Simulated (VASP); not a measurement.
Here is a VASP 6.6.1 calculation.

INCAR

```
SYSTEM = Fe
PREC     = Accurate       ! precision mode
ENCUT    = 520            ! plane-wave cutoff, eV
EDIFF    = 1E-7           ! SCF threshold, eV
ISMEAR   = -1             ! smearing method
SIGMA    = 0.05           ! smearing width, eV
LREAL    = .FALSE.        ! projectors in reciprocal space
LASPH    = .TRUE.         ! aspherical terms in the spheres
NELM     = 150            ! most SCF steps
ALGO     = Normal         ! electronic algorithm
ISIF     = 2              ! what is computed and relaxed
LWAVE    = .FALSE.        ! write WAVECAR
LCHARG   = .FALSE.        ! write CHGCAR
ISPIN    = 2              ! spin polarisation
MAGMOM   = 2.562 2.562 2.57 2.57 ! initial moments
LORBIT   = 11             ! projections on sites
LMAXMIX  = 4              ! l up to which the mixer works
GGA      = PE             ! functional
NBANDS   = 28             ! bands
```

File KPOINTS:

```
regular mesh
0
G
  19 19 5
  0 0 0
```

The input POSCAR:

```
Fe
1.0
    2.5263183062      0.0000000000      0.0000000000
   -1.2631591531      2.1878558312      0.0000000000
    0.0000000000      0.0000000000      8.6712368263
Fe
4
Direct
    0.0000000000      0.0000000000      0.0000000000
    0.0000000000      0.0000000000      0.5000000000
    0.3333333333      0.6666666667      0.2500000000
    0.6666666667      0.3333333333      0.7500000000
```

Potentials or basis: VASP PAW PBE potentials, release 64 (Fe).

Launch:

```console
$ cat potpaw_PBE.64/Fe/POTCAR > POTCAR
$ mpirun -np 1 vasp_std > vasp.out
```

**Question.** What does it give for the net moment?

**Answer.** 10.23 μB per cell.

**Question.** Estimate the pressure.

**Answer.** 0.3 GPa.

**Question.** Predict the site moments.

**Answer.** Fe +2.55 μB.
